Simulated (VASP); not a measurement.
Write the native input for VASP 6.6.1 that does the following.

```
Task                   : single point
Functional             : PBE
Potentials or basis    : VASP PAW PBE potentials, release 64 (Na_pv)
Cutoff                 : 520 eV
k mesh                 : 12 × 12 × 12
Occupations            : methfessel-paxton, width 0.15 eV
Spin                   : no spin polarisation
Dipole correction      : no
Further INCAR settings : ALGO = Normal; EDIFF = 1e-07; NBANDS = 10
```

The structure of Na lies in POSCAR:

```
Na
1.0
   -2.1175000000      2.1175000000      2.1175000000
    2.1175000000     -2.1175000000      2.1175000000
    2.1175000000      2.1175000000     -2.1175000000
Na
1
Direct
    0.0000000000      0.0000000000      0.0000000000
```

The input as run:

INCAR

```
SYSTEM = Na
  ALGO = Normal
  EDIFF = 1E-7
  ENCUT = 520
  GGA = PE
  ISIF = 2
  ISMEAR = 1
  LASPH = .True.
  LCHARG = .True.
  LELF = .True.
  LREAL = .False.
  LVHAR = .True.
  LWAVE = .False.
  NBANDS = 10
  NELM = 100
  PREC = Accurate
  SIGMA = 0.15
```

KPOINTS

```
k-points
0
Gamma
  12 12 12
  0 0 0
```

Potentials or basis: VASP PAW PBE potentials, release 64 (Na_pv).

The run is started by

```bash
$ cat potpaw_PBE.64/Na_pv/POTCAR > POTCAR
$ mpirun -np 1 vasp_std > vasp.out
```

Results of the run:

The pressure is -0.2 GPa.

Run time: 26 s on 1 thread of Intel(R) Xeon(R) Platinum 8259CL CPU @ 2.50GHz (Skylake/Cascade Lake), on a shared host, peak memory 0.15 GiB.
